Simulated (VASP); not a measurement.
FTl, 2 atoms in the cell. The cell holds a molecule in a box, 2 atoms: a = 9.000 Å, b = 9.000 Å, c = 12.000 Å, α = 90.00°, β = 90.00°, γ = 90.00°.  This cell differs from its parent crystal: last atom moved by 0.08 Å along z.

| Quantity | Value |
| --- | --- |
| Program | VASP 6.6.1 |
| Task | single point |
| Functional | LDA |
| Potentials or basis | VASP PAW LDA potentials, release 64 (F, Tl_d) |
| Cutoff | 720 eV |
| k mesh | 1 × 1 × 1 |
| Occupations | gaussian, width 0.03 eV |
| Spin | no spin polarisation |
| Tolerance level | screening |
| Purpose | forces |
| Further INCAR settings | ALGO = Normal; EDIFF = 1e-06; NBANDS = 30; NELMDL = -8; ISIF = 0 |

Potentials or basis: VASP PAW LDA potentials, release 64 (F, Tl_d).

Launch:

```bash
$ cat potpaw_LDA.64/F/POTCAR potpaw_LDA.64/Tl_d/POTCAR > POTCAR
$ mpirun -np 1 vasp_gam > vasp.out
```

Hardware: 1 thread of AMD EPYC 9R45 96-Core Processor (Zen 5), with other jobs on the host.

Problem. How long does it take, and how much memory?

Solution. Run time: 45 s on 1 thread of AMD EPYC 9R45 96-Core Processor (Zen 5), on a shared host, peak memory 0.72 GiB. Counts: scf iterations 26, k points 1.
